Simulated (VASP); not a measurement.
Crystal: Ni.

```
CELL_PARAMETERS angstrom
0.00000 1.76795 1.76795
1.76795 0.00000 1.76795
1.76795 1.76795 0.00000
ATOMIC_POSITIONS crystal
Ni 0.00000 0.00000 0.00000
```

Base run:

* Program: VASP 6.6.1
* Functional: PBE
* Potentials or basis: VASP PAW PBE potentials, release 64 (Ni)
* Cutoff: 520 eV
* k mesh: 18 × 18 × 18
* Occupations: fermi-dirac, width 0.05 eV
* Spin: collinear spin, ferromagnetic start
* Starting moments: [1.5] μB

Its results: pressure -2.9 GPa.

Problem. After a change of settings the same cell gave: pressure -3.9 GPa. Which change was it?
A. functional from PBE to PBEsol; further incar settings from ALGO = Normal; EDIFF = 1e-06; NBANDS = 15 to ALGO = Normal; EDIFF = 1e-08; NBANDS = 15
B. spin from collinear spin, ferromagnetic start to no spin polarisation; further incar settings from ALGO = Normal; EDIFF = 1e-06; NBANDS = 15 to ALGO = Normal; EDIFF = 1e-06; NBANDS = 11
C. functional from PBE to LDA; potentials or basis from VASP PAW PBE potentials, release 64 (Ni) to VASP PAW LDA potentials, release 64 (Ni)
D. functional from PBE to PBEsol

Solution. B.
